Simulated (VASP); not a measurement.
Input of a VASP 6.6.1 run:

File INCAR:

```
PREC = Accurate ; ENCUT = 520
EDIFF = 1E-6 ; ISMEAR = -1
SIGMA = 0.05 ; LREAL = F
LASPH = T ; NELM = 60
ALGO = Normal ; ISIF = 2
LWAVE = F ; LCHARG = F
GGA = PS ; NBANDS = 49
```

KPOINTS

```
Automatic mesh
0
Gamma
  10 10 1
```

File POSCAR:

```
WS2
1.0
    3.1459972627      0.0000000000      0.0000000000
   -1.5729986314      2.7245135497      0.0000000000
    0.0000000000      0.0000000000     28.3646249049
W S
3 6
Direct
    0.6666666667      0.3333333333      0.4356084538
    0.6666666667      0.3333333333      0.8838066726
    0.0000000000      0.0000000000      0.6597628837
    0.6666666667      0.3333333333      0.6045005303
    0.0000000000      0.0000000000      0.3803840794
    0.0000000000      0.0000000000      0.8285403238
    0.6666666667      0.3333333333      0.7150251030
    0.0000000000      0.0000000000      0.4908746148
    0.0000000000      0.0000000000      0.9390313288
```

Potentials or basis: VASP PAW PBE potentials, release 64 (W_sv, S).

Run with:

```console
$ cat potpaw_PBE.64/W_sv/POTCAR potpaw_PBE.64/S/POTCAR > POTCAR
$ mpirun -np 1 vasp_std > vasp.out
```

(1) What does it give for the largest force?

(2) Predict the band gap on the k mesh.

Results:

(1) 0.026 eV/Å.

(2) 1.43 eV, indirect (least direct gap 2.23 eV).

Caveat: the PAW data sets were made with another functional, which shifts forces and pressure a little; spin-orbit coupling is left out, which moves the levels of the heavy elements.
